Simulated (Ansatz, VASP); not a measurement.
# Two plane-wave programs on PbSe

INCAR

```
ALGO     = Normal         # electronic algorithm
EDIFF    = 1E-6           # SCF threshold, eV
ENCUT    = 520            # plane-wave cutoff, eV
GGA      = PE             # functional
ISIF     = 2              # what is computed and relaxed
ISMEAR   = 0              # smearing method
LASPH    = True           # aspherical terms in the spheres
LCHARG   = False          # write CHGCAR
LREAL    = False          # projectors in reciprocal space
LWAVE    = False          # write WAVECAR
NBANDS   = 28             # bands
NELM     = 60             # most SCF steps
PREC     = Accurate       # precision mode
SIGMA    = 0.01           # smearing width, eV
```

Contents of KPOINTS:

```
k-points
0
Gamma
  6 6 4
```

POSCAR

```
PbSe
1.0
    5.1741442664      0.0000000000      0.0000000000
   -2.5870721332      4.4809403775      0.0000000000
    0.0000000000      0.0000000000      6.2147757150
Pb Se
2 2
Direct
    0.3333333333      0.6666666667     -0.0648971074
    0.6666666667      0.3333333333      0.4351028926
    0.3333333333      0.6666666667      0.4398971074
    0.6666666667      0.3333333333      0.9398971074
```

Input for Ansatz:

```yaml
crystal:
  lattice:
    - [5.1741442664, 0.0, 0.0]
    - [-2.5870721332, 4.4809403775, 0.0]
    - [0.0, 0.0, 6.214775715]
  atoms:
    - { symbol: Pb, position: [0.3333333333, 0.6666666667, -0.0648971074] }
    - { symbol: Pb, position: [0.6666666667, 0.3333333333, 0.4351028926] }
    - { symbol: Se, position: [0.3333333333, 0.6666666667, 0.4398971074] }
    - { symbol: Se, position: [0.6666666667, 0.3333333333, 0.9398971074] }
kpoints:
  mp_grid: { grid: [6, 6, 4] }
hamiltonian:
  xc: pbe
scf:
  occupations: { method: fixed }
output:
  optics:
    e_range: [0, 12]
    de: 0.05
    sigma: 0.1
    bands: { spectra_wanted_up_to: 12 }
    scissors: 0.516
```

Alike in both runs: task single point; functional PBE; k mesh 6 × 6 × 4; no spin polarisation.

|  | VASP | Ansatz |
| --- | --- | --- |
| version | VASP 6.6.1 | Ansatz 0.2.0 |
| potentials or method | VASP PAW PBE potentials, release 64 (Pb_d, Se) | plane waves, PAW |
| plane-wave cutoff (eV) | 520 | 420 |
| occupations | gaussian, width 0.01 eV | fixed |
| valence electrons in the cell | 40 | 60 |

```csv
,VASP,Ansatz,Ansatz less VASP
gap on the k mesh at the Fermi level (eV),1.17,1.16,-0.003
```

VASP's potentials hold 40 valence electrons a cell and Ansatz's 60, so a difference there can come from the potentials and not from the codes.

Spin-orbit coupling is off throughout.
